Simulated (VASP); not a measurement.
# W15C16 (a cell with a defect) in VASP: single point with LDA

Aim: the single point of W15C16 (a cell with a defect) with LDA.

All numbers are computed with VASP 6.6.1; they aren't measurements. Logs are shortened: lines on timing, memory, paths and dates and some standing lists are left out, and cuts for length are marked.

**1. The cell of the first run**

The cell holds a defect, 31 atoms: a = 8.158 Å, b = 8.158 Å, c = 5.844 Å, α = 69.01°, β = 69.01°, γ = 76.68°.

**2. Single point, LDA**

The input, INCAR:

```
ALGO = Normal
EDIFF = 1E-6
ENCUT = 520
GGA = CA
GGA_COMPAT = False
ISIF = 2
ISMEAR = 1
LASPH = True
LCHARG = False
LREAL = Auto
LWAVE = False
NBANDS = 158
NELM = 120
PREC = Accurate
SIGMA = 0.1
```

The input, KPOINTS:

```
k-points
0
Gamma
  2 2 3
```

The input, POSCAR:

```
W15C16
1.0
   -2.9220740600      5.0611807300      5.6926483200
    5.8441481100      0.0000000000      5.6926483200
    2.9220740600      5.0611807300      0.0000000000
W C
15 16
Direct
   -0.0040551400      0.0044675000      0.0018696000
    0.2521078100      0.2450679800      0.2439876800
    0.0024201300     -0.0023168700      0.4989056700
    0.2559855800      0.2545516500      0.7405689700
    0.0005735300      0.5010094200     -0.0005978500
    0.3795404400      0.6197338100      0.4303335600
    0.0083419700      0.5036153100      0.4898739300
    0.2365674600      0.7635072200      0.7900303900
    0.4967630100     -0.0075752000      0.0004948000
    0.7466337400      0.2537215300      0.2528370400
    0.4991423000     -0.0002394200      0.5002061900
    0.7532291000      0.2474339100      0.7436417300
    0.5014137500      0.4990322500     -0.0188488800
    0.7454296200      0.7442878600      0.2514679200
    0.7547028300      0.7481031100      0.7414458700
    0.0395615800      0.2057472000      0.1254012600
    0.2936341900      0.4401906400      0.3581531300
    0.0437090000      0.2081196600      0.6221114000
    0.2871838100      0.4672625200      0.8707049100
    0.0222301300      0.7095118400      0.1272239100
    0.2934685700      0.9491375600      0.3868556800
    0.0522542700      0.7067662200      0.6287573000
    0.2908085200      0.9776986200      0.8591669500
    0.5451739200      0.2083635600      0.1169307400
    0.8082239800      0.4551640600      0.3678606100
    0.5450423400      0.1925066500      0.6304242200
    0.7925782900      0.4552348700      0.8698959200
    0.5598656400      0.7066389700      0.0927883400
    0.7945160500      0.9608188000      0.3699176500
    0.5333141000      0.7136613100      0.6254736700
    0.7924900100      0.9567365800      0.8733110500
```

Potentials or basis: VASP PAW LDA potentials, release 64 (W_sv, C).

Command:

```bash
$ cat potpaw_LDA.64/W_sv/POTCAR potpaw_LDA.64/C/POTCAR > POTCAR
$ mpirun -np 1 vasp_std > vasp.out
```

OUTCAR:

```text
EDIFF = 1E-6
   ENCUT = 520
   GGA = CA
   ISIF = 2
   ISMEAR = 1
   LASPH = True
   LREAL = Auto
   NELM = 120
   PREC = Accurate

 ion  position               nearest neighbor table
   1  0.996  0.004  0.002-  29 2.15  16 2.16  31 2.21  18 2.21  23 2.23  20 2.23   8 2.73  12 2.88
                             3 2.90   4 2.90  14 2.91  10 2.92   3 2.94
   2  0.252  0.245  0.244-  17 2.07  16 2.21  24 2.22  18 2.22  21 2.24  19 2.26   3 2.83  13 2.87
                             9 2.90   4 2.90  11 2.91   5 2.93   4 2.94   7 2.94
   3  0.002  0.998  0.499-  16 2.20  29 2.20  22 2.20  21 2.21  31 2.21  18 2.21   2 2.83  15 2.83
                            12 2.90   1 2.90   8 2.92   1 2.94  10 2.96
   4  0.256  0.255  0.741-  23 2.09  17 2.16  26 2.20  19 2.22  18 2.23  16 2.27  11 2.90   2 2.90
                             1 2.90   7 2.91   9 2.94   2 2.94   5 2.94   6 3.06
   5  0.001  0.501  0.999-  25 2.12  20 2.15  19 2.17  22 2.18  16 2.23  27 2.24   8 2.85  10 2.85
                             7 2.90  14 2.90  15 2.91   2 2.93   4 2.94   7 2.95
   6  0.380  0.620  0.430-  17 1.99  28 1.99  19 2.34  30 2.36  22 2.55   8 2.56  21 2.56  13 2.89
                             4 3.06  14 3.07   7 3.24   9 3.26  13 3.45
   7  0.008  0.504  0.490-  25 2.16  20 2.17  17 2.17  22 2.23  18 2.24  27 2.25   5 2.90  15 2.91
                             4 2.91  12 2.91  14 2.94   2 2.94   5 2.95   6 3.24
   8  0.237  0.764  0.790-  20 2.10  23 2.10  22 2.24  21 2.25  19 2.26  30 2.26   6 2.56   1 2.73
                             5 2.85  11 2.85  13 2.90   3 2.92
   9  0.497  0.992  0.000-  26 2.16  23 2.16  28 2.18  21 2.23  31 2.24  24 2.26  11 2.90   2 2.90
                            12 2.91  14 2.91   4 2.94  15 2.94  11 2.95   6 3.26
  10  0.747  0.254  0.253-  26 2.19  25 2.20  24 2.21  27 2.21  29 2.22  16 2.22   5 2.85  11 2.85
                            12 2.87   1 2.92  13 2.95   3 2.96  12 2.98
  11  0.499  1.000  0.500-  26 2.13  23 2.15  30 2.16  21 2.18  29 2.23  24 2.24   8 2.85  10 2.85
                             9 2.90   4 2.90   2 2.91  15 2.93  14 2.94   9 2.95
  12  0.753  0.247  0.744-  18 2.20  27 2.20  31 2.20  24 2.20  25 2.21  26 2.21  10 2.87   1 2.88
                            13 2.90   3 2.90   7 2.91   9 2.91  10 2.98
  13  0.501  0.499  0.981-  30 2.16  19 2.16  24 2.20  27 2.21  17 2.21  28 2.22  15 2.86   2 2.87
                             6 2.89  12 2.90   8 2.90  10 2.95   6 3.45
  14  0.745  0.744  0.251-  20 2.09  28 2.16  25 2.20  30 2.22  31 2.23  29 2.27  15 2.90   5 2.90
                             1 2.91   9 2.91   7 2.94  11 2.94  15 2.94   6 3.07
  15  0.755  0.748  0.741-  28 2.07  29 2.21  27 2.22  31 2.22  30 2.25  22 2.25   3 2.83  13 2.86
                            14 2.90   7 2.91   5 2.91  11 2.93   9 2.94  14 2.94
  16  0.040  0.206  0.125-   1 2.16   3 2.20   2 2.21  10 2.22   5 2.23   4 2.27
  17  0.294  0.440  0.358-   6 1.99   2 2.07   4 2.16   7 2.17  13 2.21
  18  0.044  0.208  0.622-  12 2.20   1 2.21   3 2.21   2 2.22   4 2.23   7 2.24
  19  0.287  0.467  0.871-  13 2.16   5 2.17   4 2.22   2 2.26   8 2.26   6 2.34
  20  0.022  0.710  0.127-  14 2.09   8 2.10   5 2.15   7 2.17   1 2.23
  21  0.293  0.949  0.387-  11 2.18   3 2.21   9 2.23   2 2.24   8 2.25   6 2.56
  22  0.052  0.707  0.629-   5 2.18   3 2.20   7 2.23   8 2.24  15 2.25   6 2.55
  23  0.291  0.978  0.859-   4 2.09   8 2.10  11 2.15   9 2.16   1 2.23
  24  0.545  0.208  0.117-  12 2.20  13 2.20  10 2.21   2 2.22  11 2.24   9 2.26
  25  0.808  0.455  0.368-   5 2.12   7 2.16  10 2.20  14 2.20  12 2.21
  26  0.545  0.193  0.630-  11 2.13   9 2.16  10 2.19   4 2.20  12 2.21
  27  0.793  0.455  0.870-  12 2.20  13 2.21  10 2.21  15 2.22   5 2.24   7 2.25
  28  0.560  0.707  0.093-   6 1.99  15 2.07  14 2.16   9 2.18  13 2.22
  29  0.795  0.961  0.370-   1 2.15   3 2.20  15 2.21  10 2.22  11 2.23  14 2.27
  30  0.533  0.714  0.625-  13 2.16  11 2.16  14 2.22  15 2.25   8 2.26   6 2.36
  31  0.792  0.957  0.873-  12 2.20   1 2.21   3 2.21  15 2.22  14 2.23   9 2.24

  LATTYP: Found a body centered orthorhombic cell.
 ALAT       =     5.8441481153
 B/A-ratio  =     1.7320508070
 C/A-ratio  =     1.9481533348

  Lattice vectors:

 A1 = (   2.9220740600,  -5.0611807300,  -5.6926483200)
 A2 = (  -2.9220740500,   5.0611807300,  -5.6926483200)
 A3 = (   5.8441481100,   0.0000000000,   5.6926483200)

Analysis of symmetry for initial positions (statically):
=====================================================================
 Subroutine PRICEL returns:
 Original cell was already a primitive cell.

 Routine SETGRP: Setting up the symmetry group for a
 body centered orthorhombic supercell.

 Subroutine GETGRP returns: Found  1 space group operations
 (whereof  1 operations were pure point group operations)
 out of a pool of  8 trial point group operations.

The static configuration has the point symmetry C_1 .

Analysis of symmetry for dynamics (positions and initial velocities):
=====================================================================
 Subroutine PRICEL returns:
 Original cell was already a primitive cell.

 Routine SETGRP: Setting up the symmetry group for a
 body centered orthorhombic supercell.

 Subroutine GETGRP returns: Found  1 space group operations
 (whereof  1 operations were pure point group operations)
 out of a pool of  8 trial point group operations.

The dynamic configuration has the point symmetry C_1 .

 Subroutine INISYM returns: Found  1 space group operations
[... 117 lines left out ...]
|        The reciprocal lattice is face-centered orthorhombic,                |
|        whereas your k-lattice is base-centered monoclinic.                  |
|                                                                             |
|     Results are often still useful ...                                      |
|                                                                             |
 -----------------------------------------------------------------------------

 WARNING: IBZKPT: internal override: KBLOWUP is changed to .FALSE.
      ... skipping the blow-up phase ...

 Subroutine IBZKPT returns following result:
 ===========================================

 Found      8 irreducible k-points:

 Following reciprocal coordinates:
            Coordinates               Weight
  0.000000  0.000000  0.000000      1.000000
  0.500000  0.000000 -0.000000      1.000000
  0.000000  0.500000  0.000000      1.000000
  0.500000  0.500000  0.000000      1.000000
  0.000000 -0.000000  0.333333      2.000000
  0.500000  0.000000  0.333333      2.000000
 -0.000000  0.500000  0.333333      2.000000
  0.500000  0.500000  0.333333      2.000000
   k-points           NKPTS =      8   k-points in BZ     NKDIM =      8   number of bands    NBANDS=    158
   number of dos      NEDOS =    301   number of ions     NIONS =     31
   total plane-waves  NPLWV = 196608
   dimension x,y,z NGX =    64 NGY =   64 NGZ =   48
   dimension x,y,z NGXF=   128 NGYF=  128 NGZF=   96
   ions per type =              15  16
   NGX,Y,Z   is equivalent  to a cutoff of  13.04, 13.04, 13.65 a.u.
   NGXF,Y,Z  is equivalent  to a cutoff of  26.08, 26.08, 27.31 a.u.
 SYSTEM =  unknown system
   PREC   = accura    normal or accurate (medium, high low for compatibility)
   ISTART =      0    job   : 0-new  1-cont  2-samecut
   ICHARG =      2    charge: 1-file 2-atom 10-const
   ISPIN  =      1    spin polarized calculation?
   LNONCOLLINEAR =      F non collinear calculations
   LSORBIT =      F    spin-orbit coupling
   LASPH  =      T    aspherical Exc in radial PAW
   ENCUT  =  520.0 eV  38.22 Ry    6.18 a.u.  15.17 15.17 10.87*2*pi/ulx,y,z
   NELM   =    120;   NELMIN=  2; NELMDL= -5     # of ELM steps
   EDIFF  = 0.1E-05   stopping-criterion for ELM
   LREAL  =      T    real-space projection
   EDIFFG = 0.1E-04   stopping-criterion for IOM
   NSW    =      0    number of steps for IOM
   IBRION =     -1    ionic relax: 0-MD 1-quasi-New 2-CG
   NFREE  =      0    steps in history (QN), initial steepest desc. (CG)
   ISIF   =      2    stress and relaxation
   ISYM   =      2    0-nonsym 1-usesym 2-fastsym
   POTIM  = 0.5000    time-step for ionic-motion
   TEBEG  =    0.0;   TEEND  =   0.0 temperature during run
   PSTRESS=    0.0 pullay stress
   NELECT =     274.0000    total number of electrons
   NUPDOWN=      -1.0000    fix difference up-down
   EMIN   =  10.00;   EMAX   =-10.00  energy-range for DOS
   EFERMI =   0.00;   METHOD = LEGACY
   ISMEAR =     1;   SIGMA  =   0.10  broadening in eV -4-tet -1-fermi 0-gaus
   EFERMI_NEDOS =   21; number of points for ismear=-14 and -15
   IALGO  =     38    algorithm
   IMIX   =      4    mixing-type and parameters
     AMIX     =   0.40;   BMIX     =  1.00
     AMIX_MAG =   1.60;   BMIX_MAG =  1.00
  volume/ion in A,a.u.               =      10.86        73.31
  Fermi-wavevector in a.u.,A,eV,Ry     =   1.528337  2.888139 31.780692  2.335815
  Thomas-Fermi vector in A             =   2.636110
   LORBIT       =      0    0 simple, 1 ext, 2 COOP (PROOUT), +10 PAW based schemes
   GGA     = CA    functional components
   LHFCALC =     F    Hartree Fock is set to
   AEXX    =    0.0000 exact exchange contribution
   IVDW    =     0    specifies the selected vdW correction
   LEPSILON=     F    determine dielectric tensor
   LRPA    =     F    only Hartree local field effects (RPA)
 non-spin polarized calculation
 Methfessel and Paxton  Order N= 1 SIGMA  =   0.10
  energy-cutoff  :      520.00
  volume of cell :      336.76
 maximum number of plane-waves:      9078
 NGX is ok and might be reduce to    64
   NGX = 31   NGY = 31   NGZ = 21

 number of electron     274.0000000 magnetization

 Free energy of the ion-electron system (eV)
  ---------------------------------------------------
  ext. energy  EPLUGINS =         0.00000000
  ---------------------------------------------------
  free energy    TOTEN  =      -370.36368195 eV

  energy without entropy =     -370.35853124  energy(sigma->0) =     -370.36196504

 E-fermi :  10.1926     XC(G=0): -13.5705

 val. band max:       10.1849774528   @ k =   0.5000   0.5000   0.0000
 cond. band min:      10.2434028641   @ k =   0.0000  -0.0000   0.3333
 fundamental gap:      0.0584254113
 Fermi energy:        10.1925837367

 k-point     1 :       0.0000    0.0000    0.0000
  band No.  band energies     occupation
      1     -64.1250      2.00000
      2     -63.6879      2.00000
      3     -63.5562      2.00000
      4     -63.5222      2.00000
      5     -63.4600      2.00000
      6     -63.4443      2.00000
[... 1205 lines left out ...]
    148      12.4951      0.00000
    149      12.6214      0.00000
 [bands above 149 left out]

------------------------ aborting loop because EDIFF is reached ----------------------------------------

  FORCE on cell =-STRESS in cart. coord.  units (eV):
  Direction    XX          YY          ZZ          XY          YZ          ZX
  --------------------------------------------------------------------------------------
  -------------------------------------------------------------------------------------
  Total      -11.8124792    -22.1923043    -42.7804694      4.9098422      0.0559419     -0.0602934
  in kB      -56.1997298   -105.5833824   -203.5348201     23.3593473      0.2661522     -0.2868552
  external PRESSURE =    -121.7726441 kB  Pullay stress =       0.0000000 kB

 VOLUME and BASIS-vectors are now :
 -----------------------------------------------------------------------------
  energy-cutoff  :      520.00
  volume of cell :      336.76
      direct lattice vectors                 reciprocal lattice vectors
    -2.922074060  5.061180730  5.692648320    -0.085555669  0.049395588  0.087832582
     5.844148110  0.000000000  5.692648320     0.085555669 -0.049395588  0.087832582
     2.922074060  5.061180730  0.000000000     0.085555669  0.148186765 -0.087832582

 POSITION                                       TOTAL-FORCE (eV/Angst)
 -----------------------------------------------------------------------------------
     -2.87865      5.05012      5.69500         0.020022     -0.055901     -0.002358
      1.40849      2.51083      2.83025         0.021058      0.011015      0.037029
      7.28138      2.53730      5.69324         0.062911     -0.008995      0.002271
      2.90363      5.04374      2.90631        -0.010315     -0.014755     -0.073255
      5.84662      5.06106      2.85534         0.026563      0.022966      0.014441
      3.77024      4.09892      5.68852         0.018232      0.006493      0.016840
[... 23 lines left out ...]
      4.44004      5.86483      7.09859         0.056485      0.006066      0.055017
      5.82748      8.43092      9.95773         0.000087     -0.001151     -0.007351
 -----------------------------------------------------------------------------------
    total drift:                                0.023509     -0.018708      0.008251

  FREE ENERGIE OF THE ION-ELECTRON SYSTEM (eV)
  ---------------------------------------------------
  free  energy   TOTEN  =      -370.3636819478 eV

  energy  without entropy=     -370.3585312376  energy(sigma->0) =     -370.36196504
```

Run time: 35 min. Hardware: 1 thread of Intel Xeon 8259CL, shared host; peak memory 0.52 GiB.

Results:

- Free energy: -370.3637 eV
- Pressure: -12.2 GPa
- Largest force: 0.176 eV/Å
- Band gap on the k mesh: zero (bands 137 and 138 overlap by 0.27 eV)

Forces in eV/Å, atoms in the order of the input:
```
W    0.020 -0.056 -0.002
W    0.021  0.011  0.037
W    0.063 -0.009  0.002
W   -0.010 -0.015 -0.073
W    0.027  0.023  0.014
W    0.018  0.006  0.017
W   -0.016 -0.016 -0.078
W   -0.090 -0.146 -0.002
W   -0.016 -0.017  0.086
W   -0.082  0.001  0.005
W    0.029  0.026 -0.013
W   -0.033  0.082 -0.001
W    0.009  0.003 -0.006
W   -0.006 -0.022  0.079
W    0.024  0.019 -0.035
C    0.012  0.007 -0.015
C    0.013  0.025 -0.070
C   -0.003 -0.005  0.009
C    0.066  0.012 -0.065
C   -0.016 -0.108 -0.107
C    0.063  0.085  0.057
C    0.078  0.094 -0.059
C   -0.022 -0.127  0.104
C    0.019  0.006  0.006
C   -0.121  0.038  0.116
C   -0.120  0.047 -0.120
C    0.011  0.002  0.000
C    0.001  0.021  0.061
C    0.005  0.008  0.005
C    0.056  0.006  0.055
C    0.000 -0.001 -0.007
```

Levels at points of the mesh, in eV from the Fermi level:
```
           k point  band 134  band 135  band 136  band 137  band 138  band 139  band 140  band 141
(0.00, 0.00, 0.00)     -0.33     -0.17     -0.06      0.14      0.41      0.51      0.68      1.20
(0.50, 0.00, 0.00)     -0.46     -0.38     -0.30     -0.06      0.16      0.32      0.54      0.71
(0.00, 0.50, 0.00)     -0.46     -0.37     -0.30     -0.06      0.16      0.32      0.54      0.71
(0.50, 0.50, 0.00)     -0.44     -0.30     -0.01      0.26      0.33      0.70      0.74      0.84
```

Caveat: the k points lie up to 0.42 Å⁻¹ apart; spin-orbit coupling is left out, which moves the levels of the heavy elements.

The gap in the log of VASP goes by the Fermi energy; the results here count the filled bands.